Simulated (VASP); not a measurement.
# KBr in VASP: single point with PBE

Aim: the single point of KBr with PBE.

Program: VASP 6.6.1. These are calculated values, not measurements. Logs are shortened: lines on timing, memory, paths and dates and some standing lists are left out, and cuts for length are marked.

**1. The cell of the first run**

The cell holds a wire or tube with vacuum around it, 12 atoms: a = 13.100 Å, b = 14.000 Å, c = 11.606 Å, α = 90.00°, β = 90.00°, γ = 90.00°.

**2. Single point, PBE**

Contents of INCAR:

```
PREC     = Accurate       # precision mode
ENCUT    = 520            # plane-wave cutoff, eV
EDIFF    = 1E-6           # SCF threshold, eV
ISMEAR   = 0              # smearing method
SIGMA    = 0.05           # smearing width, eV
LREAL    = F              # projectors in reciprocal space
LASPH    = T              # aspherical terms in the spheres
NELM     = 60             # most SCF steps
ALGO     = Normal         # electronic algorithm
ISIF     = 2              # what is computed and relaxed
LWAVE    = F              # write WAVECAR
LCHARG   = F              # write CHGCAR
GGA      = PE             # functional
NBANDS   = 60             # bands
```

Contents of KPOINTS:

```
Automatic mesh
0
Gamma
  1 1 3
```

Contents of POSCAR:

```
KBr
1.0
   13.1000000000      0.0000000000      0.0000000000
    0.0000000000     14.0000000000      0.0000000000
    0.0000000000      0.0000000000     11.6062921041
K Br
6 6
Direct
    0.6566199972      0.5000000000      0.0000000000
    0.4477933343      0.5000000000      0.3333333333
    0.3433800028      0.3307768246      0.0000000000
    0.5522066657      0.6692231754      0.6666666667
    0.3433800028      0.6692231754      0.0000000000
    0.5522066657      0.3307768246      0.6666666667
    0.4477933343      0.5000000000      0.8333333333
    0.6566199972      0.5000000000      0.5000000000
    0.5522066657      0.3307768246      0.1666666667
    0.3433800028      0.6692231754      0.5000000000
    0.5522066657      0.6692231754      0.1666666667
    0.3433800028      0.3307768246      0.5000000000
```

Potentials or basis: VASP PAW PBE potentials, release 64 (K_sv, Br).

Run with:

```sh
$ cat potpaw_PBE.64/K_sv/POTCAR potpaw_PBE.64/Br/POTCAR > POTCAR
$ mpirun -np 1 vasp_std > vasp.out
```

OUTCAR:

```text
PREC = Accurate
   ENCUT = 520
   EDIFF = 1E-6
   ISMEAR = 0
   LREAL = F
   LASPH = T
   NELM = 60
   ISIF = 2
   GGA = PE

 ion  position               nearest neighbor table
   1  0.657  0.500  0.000-
   2  0.448  0.500  0.333-
   3  0.343  0.331  0.000-
   4  0.552  0.669  0.667-
   5  0.343  0.669  0.000-
   6  0.552  0.331  0.667-
   7  0.448  0.500  0.833-
   8  0.657  0.500  0.500-
   9  0.552  0.331  0.167-
  10  0.343  0.669  0.500-
  11  0.552  0.669  0.167-
  12  0.343  0.331  0.500-

  LATTYP: Found a simple orthorhombic cell.
 ALAT       =    11.6062921041
 B/A-ratio  =     1.1286981133
 C/A-ratio  =     1.2062422585

  Lattice vectors:

 A1 = (   0.0000000000,   0.0000000000,  11.6062921041)
 A2 = (  13.1000000000,   0.0000000000,   0.0000000000)
 A3 = (   0.0000000000,  14.0000000000,   0.0000000000)

Analysis of symmetry for initial positions (statically):
=====================================================================
 Subroutine PRICEL returns:
 Original cell was already a primitive cell.

 Routine SETGRP: Setting up the symmetry group for a
 simple orthorhombic supercell.

 Subroutine GETGRP returns: Found  2 space group operations
 (whereof  2 operations were pure point group operations)
 out of a pool of  8 trial point group operations.

The static configuration has the point symmetry C_1h.

Analysis of symmetry for dynamics (positions and initial velocities):
=====================================================================
 Subroutine PRICEL returns:
 Original cell was already a primitive cell.

 Routine SETGRP: Setting up the symmetry group for a
 simple orthorhombic supercell.

 Subroutine GETGRP returns: Found  2 space group operations
 (whereof  2 operations were pure point group operations)
 out of a pool of  8 trial point group operations.

The dynamic configuration has the point symmetry C_1h.

 Subroutine INISYM returns: Found  2 space group operations
 (whereof  2 operations are pure point group operations),
 and found     1 'primitive' translations

----------------------------------------------------------------------------------------

                                     Primitive cell

  volume of cell :    2128.5940

  direct lattice vectors                    reciprocal lattice vectors
    13.100000000  0.000000000  0.000000000     0.076335878  0.000000000  0.000000000
     0.000000000 14.000000000  0.000000000     0.000000000  0.071428571  0.000000000
     0.000000000  0.000000000 11.606292104     0.000000000  0.000000000  0.086160161

  length of vectors
    13.100000000 14.000000000 11.606292104     0.076335878  0.071428571  0.086160161

  position of ions in fractional coordinates (direct lattice)
     0.656619997  0.500000000  0.000000000
     0.447793334  0.500000000  0.333333333
     0.343380003  0.330776825  0.000000000
     0.552206666  0.669223175  0.666666667
     0.343380003  0.669223175  0.000000000
     0.552206666  0.330776825  0.666666667
     0.447793334  0.500000000  0.833333333
     0.656619997  0.500000000  0.500000000
     0.552206666  0.330776825  0.166666667
     0.343380003  0.669223175  0.500000000
     0.552206666  0.669223175  0.166666667
     0.343380003  0.330776825  0.500000000

  ion indices of the primitive-cell ions
   primitive index   ion index
                 1           1
                 2           2
                 3           3
                 4           4
                 5           5
                 6           6
                 7           7
                 8           8
                 9           9
                10          10
                11          11
                12          12

----------------------------------------------------------------------------------------

 KPOINTS: Automatic mesh

Automatic generation of k-mesh.
 Grid dimensions read from file:
 generate k-points for:    1    1    3

 Generating k-lattice:

  Cartesian coordinates                     Fractional coordinates (reciprocal lattice)
     0.076335878  0.000000000  0.000000000     1.000000000  0.000000000  0.000000000
     0.000000000  0.071428571  0.000000000     0.000000000  1.000000000  0.000000000
     0.000000000  0.000000000  0.028720054     0.000000000  0.000000000  0.333333333

  Length of vectors
     0.076335878  0.071428571  0.028720054

  Shift w.r.t. Gamma in fractional coordinates (k-lattice)
     0.000000000  0.000000000  0.000000000

 Subroutine IBZKPT returns following result:
 ===========================================

 Found      2 irreducible k-points:

 Following reciprocal coordinates:
            Coordinates               Weight
  0.000000  0.000000  0.000000      1.000000
  0.000000  0.000000  0.333333      2.000000
   k-points           NKPTS =      2   k-points in BZ     NKDIM =      2   number of bands    NBANDS=     60
   number of dos      NEDOS =    301   number of ions     NIONS =     12
   total plane-waves  NPLWV = 952560
   dimension x,y,z NGX =    98 NGY =  108 NGZ =   90
   dimension x,y,z NGXF=   196 NGYF=  216 NGZF=  180
   ions per type =               6   6
   NGX,Y,Z   is equivalent  to a cutoff of  12.44, 12.82, 12.89 a.u.
   NGXF,Y,Z  is equivalent  to a cutoff of  24.87, 25.65, 25.78 a.u.
 SYSTEM =  unknown system
   PREC   = accura    normal or accurate (medium, high low for compatibility)
   ISTART =      0    job   : 0-new  1-cont  2-samecut
   ICHARG =      2    charge: 1-file 2-atom 10-const
   ISPIN  =      1    spin polarized calculation?
   LNONCOLLINEAR =      F non collinear calculations
   LSORBIT =      F    spin-orbit coupling
   LASPH  =      T    aspherical Exc in radial PAW
   ENCUT  =  520.0 eV  38.22 Ry    6.18 a.u.  24.36 26.03 21.58*2*pi/ulx,y,z
   NELM   =     60;   NELMIN=  2; NELMDL= -5     # of ELM steps
   EDIFF  = 0.1E-05   stopping-criterion for ELM
   LREAL  =      F    real-space projection
   EDIFFG = 0.1E-04   stopping-criterion for IOM
   NSW    =      0    number of steps for IOM
   IBRION =     -1    ionic relax: 0-MD 1-quasi-New 2-CG
   NFREE  =      0    steps in history (QN), initial steepest desc. (CG)
   ISIF   =      2    stress and relaxation
   ISYM   =      2    0-nonsym 1-usesym 2-fastsym
   POTIM  = 0.5000    time-step for ionic-motion
   TEBEG  =    0.0;   TEEND  =   0.0 temperature during run
   PSTRESS=    0.0 pullay stress
   NELECT =      96.0000    total number of electrons
   NUPDOWN=      -1.0000    fix difference up-down
   EMIN   =  10.00;   EMAX   =-10.00  energy-range for DOS
   EFERMI =   0.00;   METHOD = LEGACY
   ISMEAR =     0;   SIGMA  =   0.05  broadening in eV -4-tet -1-fermi 0-gaus
   EFERMI_NEDOS =   21; number of points for ismear=-14 and -15
   IALGO  =     38    algorithm
   IMIX   =      4    mixing-type and parameters
     AMIX     =   0.40;   BMIX     =  1.00
     AMIX_MAG =   1.60;   BMIX_MAG =  1.00
  volume/ion in A,a.u.               =     177.38      1197.04
  Fermi-wavevector in a.u.,A,eV,Ry     =   0.582730  1.101201  4.620194  0.339575
  Thomas-Fermi vector in A             =   1.627750
   LORBIT       =      0    0 simple, 1 ext, 2 COOP (PROOUT), +10 PAW based schemes
   GGA     = PE    functional components
   LHFCALC =     F    Hartree Fock is set to
   AEXX    =    0.0000 exact exchange contribution
   IVDW    =     0    specifies the selected vdW correction
   LEPSILON=     F    determine dielectric tensor
   LRPA    =     F    only Hartree local field effects (RPA)
 non-spin polarized calculation
 Gauss-broadening in eV      SIGMA  =   0.05
  energy-cutoff  :      520.00
  volume of cell :     2128.59
 maximum number of plane-waves:     57335
 NGX is ok and might be reduce to    98
   NGX = 49   NGY = 53   NGZ = 43

 number of electron      96.0000009 magnetization

 Free energy of the ion-electron system (eV)
  ---------------------------------------------------
  ext. energy  EPLUGINS =         0.00000000
  ---------------------------------------------------
  free energy    TOTEN  =       -31.15006475 eV

  energy without entropy =      -31.15006475  energy(sigma->0) =      -31.15006475

 E-fermi :  -2.8985     XC(G=0):  -2.3523

 val. band max:       -3.1790336464   @ k =   0.0000   0.0000   0.3333
 cond. band min:      -1.6232398580   @ k =   0.0000   0.0000   0.0000
 fundamental gap:      1.5557937883
 Fermi energy:        -2.8985204089

 k-point     1 :       0.0000    0.0000    0.0000
  band No.  band energies     occupation
      1     -35.2369      2.00000
      2     -35.2364      2.00000
      3     -34.2941      2.00000
      4     -33.8694      2.00000
      5     -33.8688      2.00000
      6     -32.1209      2.00000
[... 52 lines left out ...]
     59       0.8993      0.00000
     60       0.9847      0.00000

 k-point     2 :       0.0000    0.0000    0.3333
  band No.  band energies     occupation
      1     -35.2369      2.00000
      2     -35.2364      2.00000
      3     -34.2941      2.00000
      4     -33.8694      2.00000
      5     -33.8688      2.00000
      6     -32.1209      2.00000
[... 52 lines left out ...]
     59       0.8557      0.00000
     60       0.9136      0.00000

------------------------ aborting loop because EDIFF is reached ----------------------------------------

  FORCE on cell =-STRESS in cart. coord.  units (eV):
  Direction    XX          YY          ZZ          XY          YZ          ZX
  --------------------------------------------------------------------------------------
  -------------------------------------------------------------------------------------
  Total       -4.7685828     -1.7491338     -6.9759110      0.0000000      0.0000000     -1.7566553
  in kB       -3.5892779     -1.3165604     -5.2507179      0.0000000      0.0000000     -1.3222218
  external PRESSURE =      -3.3855187 kB  Pullay stress =       0.0000000 kB

 VOLUME and BASIS-vectors are now :
 -----------------------------------------------------------------------------
  energy-cutoff  :      520.00
  volume of cell :     2128.59
      direct lattice vectors                 reciprocal lattice vectors
    13.100000000  0.000000000  0.000000000     0.076335878  0.000000000  0.000000000
     0.000000000 14.000000000  0.000000000     0.000000000  0.071428571  0.000000000
     0.000000000  0.000000000 11.606292104     0.000000000  0.000000000  0.086160161

 POSITION                                       TOTAL-FORCE (eV/Angst)
 -----------------------------------------------------------------------------------
      8.60172      7.00000      0.00000        -0.357041     -0.000000      0.567088
      5.86609      7.00000      3.86876         0.152007     -0.000000      0.551369
      4.49828      4.63088      0.00000         0.468671      0.016009      0.191326
      7.23391      9.36912      7.73753        -0.341515     -0.349649     -0.767646
      4.49828      9.36912      0.00000         0.468671     -0.016009      0.191326
      7.23391      4.63088      7.73753        -0.341515      0.349649     -0.767646
      5.86609      7.00000      9.67191         0.007918     -0.000000      0.389298
      8.60172      7.00000      5.80315        -0.068023     -0.000000      0.578281
      7.23391      4.63088      1.93438        -0.304893      0.180277     -0.696044
      4.49828      9.36912      5.80315         0.310306      0.104183      0.229346
      7.23391      9.36912      1.93438        -0.304893     -0.180277     -0.696044
      4.49828      4.63088      5.80315         0.310306     -0.104183      0.229346
 -----------------------------------------------------------------------------------
    total drift:                                0.000650      0.000000     -0.000044

  FREE ENERGIE OF THE ION-ELECTRON SYSTEM (eV)
  ---------------------------------------------------
  free  energy   TOTEN  =       -31.1500647486 eV

  energy  without entropy=      -31.1500647486  energy(sigma->0) =      -31.15006475
```

It took 13 min on 1 thread of Intel Xeon Platinum 8259CL at 2.50GHz (Skylake/Cascade Lake), shared host; peak memory 1.6 GiB.

What came out:

* Free energy: -31.1501 eV
* Largest force: 0.910 eV/Å
* Band gap on the k mesh: 1.56 eV

Forces in eV/Å, atoms in the order of the input:
```
K   -0.357  0.000  0.567
K    0.152  0.000  0.551
K    0.469  0.016  0.191
K   -0.342 -0.350 -0.768
K    0.469 -0.016  0.191
K   -0.342  0.350 -0.768
Br   0.008  0.000  0.389
Br  -0.068  0.000  0.578
Br  -0.305  0.180 -0.696
Br   0.310  0.104  0.229
Br  -0.305 -0.180 -0.696
Br   0.310 -0.104  0.229
```
